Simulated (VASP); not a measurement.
# SrTiO3 in VASP: notebook

Runs on SrTiO3. Level: PBE. Tasks: relaxation of the atoms.

All numbers are computed with VASP 6.6.1; they aren't measurements. Logs are shortened: lines on timing, memory, paths and dates and some standing lists are left out, and cuts for length are marked.

## (1) The cell of the first run

The structure is cubic, space group Pm-3m (No. 221). The conventional cell has a = 3.982 Å, b = 3.982 Å, c = 3.982 Å, α = 90.00°, β = 90.00°, γ = 90.00°. Within 3.7 Å of Sr (site symmetry m-3m) lie 12 O at 2.82 Å and 8 Ti at 3.45 Å. Ti (site symmetry m-3m) has 6 O at 1.99 Å within 2.6 Å. O (site symmetry 4/mmm) has 2 Ti at 1.99 Å within 2.6 Å.

## (2) Relaxation of the atoms, PBE (12.62 Å³/atom)

INCAR

```
PREC = Accurate ; ENCUT = 520
EDIFF = 1E-7 ; ISMEAR = -1
SIGMA = 0.02 ; LREAL = F
LASPH = T ; NELM = 120
ALGO = Normal ; ISIF = 2
LWAVE = F ; LCHARG = F
GGA = PE ; IBRION = 2
NSW = 80 ; EDIFFG = -0.02
GGA_COMPAT = F ; NELMIN = 4
```

KPOINTS

```
regular mesh
0
Gamma
  8 8 8
```

POSCAR

```
SrTiO3
1.0
    3.9815880716      0.0000000000      0.0000000000
    0.0000000000      3.9815880716      0.0000000000
    0.0000000000      0.0000000000      3.9815880716
Sr Ti O
1 1 3
Direct
    0.0000000000      0.0000000000      0.0000000000
    0.5000000000      0.5000000000      0.5000000000
    0.0000000000      0.5000000000      0.5000000000
    0.5000000000      0.0000000000      0.5000000000
    0.5000000000      0.5000000000      0.0000000000
```

Potentials or basis: VASP PAW PBE potentials, release 64 (Sr_sv, Ti_sv, O).

On the command line:

```sh
$ cat potpaw_PBE.64/Sr_sv/POTCAR potpaw_PBE.64/Ti_sv/POTCAR potpaw_PBE.64/O/POTCAR > POTCAR
$ mpirun -np 1 vasp_std > vasp.out
```

OUTCAR:

```text
PREC = Accurate
   ENCUT = 520
   EDIFF = 1E-7
   ISMEAR = -1
   LREAL = F
   LASPH = T
   NELM = 120
   ISIF = 2
   GGA = PE
   IBRION = 2
   NSW = 80
   EDIFFG = -0.02
   NELMIN = 4

 ion  position               nearest neighbor table
   1  0.000  0.000  0.000-   3 2.82   4 2.82   5 2.82   3 2.82   4 2.82   3 2.82   5 2.82   3 2.82
                             4 2.82   5 2.82   4 2.82   5 2.82   2 3.45   2 3.45   2 3.45   2 3.45
   2  0.500  0.500  0.500-   3 1.99   4 1.99   5 1.99   5 1.99   4 1.99   3 1.99   1 3.45   1 3.45
                             1 3.45   1 3.45   1 3.45   1 3.45   1 3.45   1 3.45
   3  0.000  0.500  0.500-   2 1.99   2 1.99   1 2.82   1 2.82   1 2.82   1 2.82
   4  0.500  0.000  0.500-   2 1.99   2 1.99   1 2.82   1 2.82   1 2.82   1 2.82
   5  0.500  0.500  0.000-   2 1.99   2 1.99   1 2.82   1 2.82   1 2.82   1 2.82

  LATTYP: Found a simple cubic cell.
 ALAT       =     3.9815880716

  Lattice vectors:

 A1 = (   3.9815880716,   0.0000000000,   0.0000000000)
 A2 = (   0.0000000000,   3.9815880716,   0.0000000000)
 A3 = (   0.0000000000,   0.0000000000,   3.9815880716)

Analysis of symmetry for initial positions (statically):
=====================================================================
 Subroutine PRICEL returns:
 Original cell was already a primitive cell.

 Routine SETGRP: Setting up the symmetry group for a
 simple cubic supercell.

 Subroutine GETGRP returns: Found 48 space group operations
 (whereof 48 operations were pure point group operations)
 out of a pool of 48 trial point group operations.

The static configuration has the point symmetry O_h .

Analysis of symmetry for dynamics (positions and initial velocities):
=====================================================================
 Subroutine PRICEL returns:
 Original cell was already a primitive cell.

 Routine SETGRP: Setting up the symmetry group for a
 simple cubic supercell.

 Subroutine GETGRP returns: Found 48 space group operations
 (whereof 48 operations were pure point group operations)
 out of a pool of 48 trial point group operations.

The dynamic configuration has the point symmetry O_h .

 Subroutine INISYM returns: Found 48 space group operations
 (whereof 48 operations are pure point group operations),
 and found     1 'primitive' translations

----------------------------------------------------------------------------------------

                                     Primitive cell
[... 100 lines left out ...]
   NSW    =     80    number of steps for IOM
   IBRION =      2    ionic relax: 0-MD 1-quasi-New 2-CG
   NFREE  =      1    steps in history (QN), initial steepest desc. (CG)
   ISIF   =      2    stress and relaxation
   ISYM   =      2    0-nonsym 1-usesym 2-fastsym
   POTIM  = 0.5000    time-step for ionic-motion
   TEBEG  =    0.0;   TEEND  =   0.0 temperature during run
   PSTRESS=    0.0 pullay stress
   NELECT =      40.0000    total number of electrons
   NUPDOWN=      -1.0000    fix difference up-down
   EMIN   =  10.00;   EMAX   =-10.00  energy-range for DOS
   EFERMI =   0.00;   METHOD = LEGACY
   ISMEAR =    -1;   SIGMA  =   0.02  broadening in eV -4-tet -1-fermi 0-gaus
   EFERMI_NEDOS =   21; number of points for ismear=-14 and -15
   IALGO  =     38    algorithm
   IMIX   =      4    mixing-type and parameters
     AMIX     =   0.40;   BMIX     =  1.00
     AMIX_MAG =   1.60;   BMIX_MAG =  1.00
  volume/ion in A,a.u.               =      12.62        85.19
  Fermi-wavevector in a.u.,A,eV,Ry     =   1.406172  2.657280 26.903075  1.977320
  Thomas-Fermi vector in A             =   2.528559
   LORBIT       =      0    0 simple, 1 ext, 2 COOP (PROOUT), +10 PAW based schemes
   GGA     = PE    functional components
   LHFCALC =     F    Hartree Fock is set to
   AEXX    =    0.0000 exact exchange contribution
   IVDW    =     0    specifies the selected vdW correction
   LEPSILON=     F    determine dielectric tensor
   LRPA    =     F    only Hartree local field effects (RPA)
 conjugate gradient relaxation of ions
 non-spin polarized calculation
  energy-cutoff  :      520.00
  volume of cell :       63.12
 maximum number of plane-waves:      1743
 NGX is ok and might be reduce to    30
   NGX = 15   NGY = 15   NGZ = 15

 number of electron      39.9999978 magnetization

 Free energy of the ion-electron system (eV)
  ---------------------------------------------------
  ext. energy  EPLUGINS =         0.00000000
  ---------------------------------------------------
  free energy    TOTEN  =       -40.07656966 eV

  energy without entropy =      -40.07656966  energy(sigma->0) =      -40.07656966

 E-fermi :   4.1113     XC(G=0): -10.9662

 val. band max:        3.7001547753   @ k =   0.5000   0.5000   0.5000
 cond. band min:       5.4458185139   @ k =   0.0000   0.0000   0.0000
 fundamental gap:      1.7456637386
 Fermi energy:         4.1113455607

 k-point     1 :       0.0000    0.0000    0.0000
  band No.  band energies     occupation
      1     -53.0008      2.00000
      2     -29.2748      2.00000
      3     -29.2120      2.00000
      4     -29.2120      2.00000
      5     -29.2120      2.00000
      6     -13.5173      2.00000
[... 637 lines left out ...]
     23       7.5321      0.00000
     24       8.9408      0.00000

 [... further k-points ...]

------------------------ aborting loop because EDIFF is reached ----------------------------------------

  FORCE on cell =-STRESS in cart. coord.  units (eV):
  Direction    XX          YY          ZZ          XY          YZ          ZX
  --------------------------------------------------------------------------------------
  -------------------------------------------------------------------------------------
  Total       -1.9057192     -1.9057192     -1.9057192      0.0000000      0.0000000      0.0000000
  in kB      -48.3727207    -48.3727207    -48.3727207      0.0000000      0.0000000      0.0000000
  external PRESSURE =     -48.3727207 kB  Pullay stress =       0.0000000 kB

 VOLUME and BASIS-vectors are now :
 -----------------------------------------------------------------------------
  energy-cutoff  :      520.00
  volume of cell :       63.12
      direct lattice vectors                 reciprocal lattice vectors
     3.981588072  0.000000000  0.000000000     0.251156067  0.000000000  0.000000000
     0.000000000  3.981588072  0.000000000     0.000000000  0.251156067  0.000000000
     0.000000000  0.000000000  3.981588072     0.000000000  0.000000000  0.251156067

 POSITION                                       TOTAL-FORCE (eV/Angst)
 -----------------------------------------------------------------------------------
      0.00000      0.00000      0.00000         0.000000      0.000000      0.000000
      1.99079      1.99079      1.99079         0.000000      0.000000      0.000000
      0.00000      1.99079      1.99079         0.000000      0.000000      0.000000
      1.99079      0.00000      1.99079         0.000000      0.000000      0.000000
      1.99079      1.99079      0.00000         0.000000      0.000000      0.000000
 -----------------------------------------------------------------------------------
    total drift:                                0.000000      0.000000     -0.000000

  FREE ENERGIE OF THE ION-ELECTRON SYSTEM (eV)
  ---------------------------------------------------
  free  energy   TOTEN  =       -40.0765696611 eV

  energy  without entropy=      -40.0765696610  energy(sigma->0) =      -40.07656966

 reached required accuracy - stopping structural energy minimisation
```

OSZICAR:

```text
N       E                     dE             d eps       ncg     rms          rms(c)
DAV:   1     0.451502393878E+03    0.45150E+03   -0.22057E+04  1680   0.185E+03
DAV:   2     0.472032884148E+00   -0.45103E+03   -0.44144E+03  2024   0.497E+02
DAV:   3    -0.484789389707E+02   -0.48951E+02   -0.48104E+02  2448   0.152E+02
DAV:   4    -0.505633491700E+02   -0.20844E+01   -0.20835E+01  2440   0.293E+01
DAV:   5    -0.506340413294E+02   -0.70692E-01   -0.70689E-01  2352   0.402E+00    0.248E+01
DAV:   6    -0.402326841753E+02    0.10401E+02   -0.71125E+01  2560   0.730E+01    0.151E+01
DAV:   7    -0.401926505719E+02    0.40034E-01   -0.10743E+01  2072   0.251E+01    0.965E+00
DAV:   8    -0.401606898826E+02    0.31961E-01   -0.22940E+00  2200   0.153E+01    0.315E+00
DAV:   9    -0.400842277265E+02    0.76462E-01   -0.47533E-01  2096   0.628E+00    0.103E+00
DAV:  10    -0.400851234999E+02   -0.89577E-03   -0.11065E-01  2392   0.251E+00    0.850E-01
DAV:  11    -0.400776916037E+02    0.74319E-02   -0.86170E-02  2416   0.238E+00    0.294E-01
DAV:  12    -0.400767791180E+02    0.91249E-03   -0.42962E-03  1936   0.678E-01    0.138E-01
DAV:  13    -0.400765564093E+02    0.22271E-03   -0.11695E-03  2472   0.302E-01    0.552E-02
DAV:  14    -0.400765729013E+02   -0.16492E-04   -0.16439E-04  2296   0.930E-02    0.225E-02
DAV:  15    -0.400765719565E+02    0.94475E-06   -0.11435E-05  2672   0.254E-02    0.167E-02
DAV:  16    -0.400765714091E+02    0.54747E-06   -0.11233E-06  2000   0.963E-03    0.104E-02
DAV:  17    -0.400765696393E+02    0.17698E-05   -0.89014E-06  2144   0.362E-02    0.409E-03
DAV:  18    -0.400765696611E+02   -0.21765E-07   -0.68352E-07  2224   0.638E-03
   1 F= -.40076570E+02 E0= -.40076570E+02  d E =-.400766E+02
```

CONTCAR:

```text
SrTiO3
   1.00000000000000
     3.9815880716000001    0.0000000000000000    0.0000000000000000
     0.0000000000000000    3.9815880716000001    0.0000000000000000
     0.0000000000000000    0.0000000000000000    3.9815880716000001
  Sr              Ti              O
     1     1     3
Direct
     0.0000000000000000    0.0000000000000000    0.0000000000000000
     0.5000000000000000    0.5000000000000000    0.5000000000000000
     0.0000000000000000    0.5000000000000000    0.5000000000000000
     0.5000000000000000    0.0000000000000000    0.5000000000000000
     0.5000000000000000    0.5000000000000000    0.0000000000000000

  0.00000000E+00  0.00000000E+00  0.00000000E+00
  0.00000000E+00  0.00000000E+00  0.00000000E+00
  0.00000000E+00  0.00000000E+00  0.00000000E+00
  0.00000000E+00  0.00000000E+00  0.00000000E+00
  0.00000000E+00  0.00000000E+00  0.00000000E+00
```

Run time: 91 s. Hardware: 1 thread of Intel Xeon 8259CL, shared host; peak memory 0.21 GiB.

What came out:

| Property | Result |
| --- | --- |
| Free energy | -40.0766 eV |
| Pressure after relaxing | -4.8 GPa |
| Band gap on the k mesh | 1.75 eV (least direct gap 2.13 eV) |

Final structure:
```yaml
crystal:
  lattice:
    - [3.98159, 0.00000, 0.00000]
    - [0.00000, 3.98159, 0.00000]
    - [0.00000, 0.00000, 3.98159]
  atoms:
    - { symbol: Sr, position: [0.00000, 0.00000, 0.00000] }
    - { symbol: Ti, position: [0.50000, 0.50000, 0.50000] }
    - { symbol: O, position: [0.00000, 0.50000, 0.50000] }
    - { symbol: O, position: [0.50000, 0.00000, 0.50000] }
    - { symbol: O, position: [0.50000, 0.50000, 0.00000] }
```

Levels at points of the mesh, in eV from the valence-band top:
```csv
k point,band 18,band 19,band 20,band 21,band 22,band 23
"(0.00, 0.00, 0.00)",-0.38,-0.38,-0.38,1.75,1.75,1.75
"(0.50, 0.00, 0.00)",-1.81,-0.73,-0.73,1.89,3.48,3.48
"(0.50, 0.50, 0.00)",-1.51,-1.51,-0.08,3.49,3.49,3.92
"(0.50, 0.50, 0.50)",0.00,0.00,0.00,4.10,4.10,4.10
```

Caveat: the relaxation stopped at its first step, so nothing moved. A k mesh can miss the band edges.

## (3) Relaxation of the atoms, PBE (z stretched by -3 %)

INCAR

```
SYSTEM = SrTiO3
PREC     = Accurate       ! precision mode
ENCUT    = 520            ! plane-wave cutoff, eV
EDIFF    = 1E-7           ! SCF threshold, eV
ISMEAR   = -1             ! smearing method
SIGMA    = 0.02           ! smearing width, eV
LREAL    = .False.        ! projectors in reciprocal space
LASPH    = .True.         ! aspherical terms in the spheres
NELM     = 120            ! most SCF steps
ALGO     = Normal         ! electronic algorithm
ISIF     = 2              ! what is computed and relaxed
LWAVE    = .False.        ! write WAVECAR
LCHARG   = .False.        ! write CHGCAR
GGA      = PE             ! functional
IBRION   = 2              ! ionic algorithm
NSW      = 80             ! ionic steps
EDIFFG   = -0.02          ! ionic threshold
GGA_COMPAT= .False.      
NELMIN   = 4
```

KPOINTS

```
regular mesh
0
Gamma
  8 8 8
  0 0 0
```

POSCAR: that of step 2 with these lines changed.

```diff
@@ -2,5 +2,5 @@
 1.0
-    3.9815880716      0.0000000000      0.0000000000
-    0.0000000000      3.9815880716      0.0000000000
-    0.0000000000      0.0000000000      3.9815880716
+    3.9050000000      0.0000000000      0.0000000000
+    0.0000000000      3.9050000000      0.0000000000
+    0.0000000000      0.0000000000      3.7878500000
 Sr Ti O
```

Potentials or basis: VASP PAW PBE potentials, release 64 (Sr_sv, Ti_sv, O).

On the command line:

```sh
$ cat potpaw_PBE.64/Sr_sv/POTCAR potpaw_PBE.64/Ti_sv/POTCAR potpaw_PBE.64/O/POTCAR > POTCAR
$ mpirun -np 1 vasp_std > vasp.out
```

Run time: 2.2 min. Hardware: 1 thread of Intel Xeon Platinum 8259CL at 2.50GHz (Skylake/Cascade Lake), shared host; peak memory 0.24 GiB.

The run converged. Its results:

| Item | Value |
| --- | --- |
| Free energy | -39.9532 eV |
| Pressure after relaxing | 11.5 GPa |
| Band gap on the k mesh | 1.86 eV (least direct gap 2.19 eV) |

Stress tensor (GPa, compression positive):
```
 8.51  0.00  0.00
 0.00  8.51  0.00
 0.00  0.00 17.39
```

Final structure:
```
Sr Ti O
1.0
     3.90500    0.00000    0.00000
     0.00000    3.90500    0.00000
     0.00000    0.00000    3.78785
Sr Ti O
1 1 3
Direct
  0.00000 0.00000 0.00000
  0.50000 0.50000 0.50000
  0.00000 0.50000 0.50000
  0.50000 0.00000 0.50000
  0.50000 0.50000 0.00000
```

Levels at points of the mesh, in eV from the valence-band top:
| k point | band 16 | band 17 | band 18 | band 19 | band 20 | band 21 | band 22 | band 23 | band 24 |
| --- | --- | --- | --- | --- | --- | --- | --- | --- | --- |
| (0.00, 0.00, 0.00) | -1.27 | -1.16 | -0.37 | -0.37 | -0.33 | 1.86 | 1.91 | 1.91 | 4.39 |
| (0.50, 0.00, 0.00) | -2.36 | -2.31 | -2.10 | -0.73 | -0.72 | 2.09 | 3.82 | 3.83 | 4.58 |
| (0.50, 0.50, 0.00) | -2.84 | -1.74 | -1.74 | -1.67 | -0.19 | 3.84 | 3.84 | 4.28 | 5.77 |
| (0.00, 0.00, 0.50) | -2.67 | -2.50 | -2.11 | -0.78 | -0.78 | 2.07 | 4.13 | 4.13 | 4.40 |
| (0.50, 0.00, 0.50) | -2.97 | -1.73 | -1.56 | -1.56 | -0.10 | 3.83 | 4.14 | 4.48 | 5.43 |
| (0.50, 0.50, 0.50) | -3.94 | -3.67 | -0.07 | 0.00 | 0.00 | 4.53 | 4.71 | 4.71 | 6.94 |

Caveat: the cell differs from its parent crystal (z stretched by -3 %); the relaxation stopped at its first step, so nothing moved.
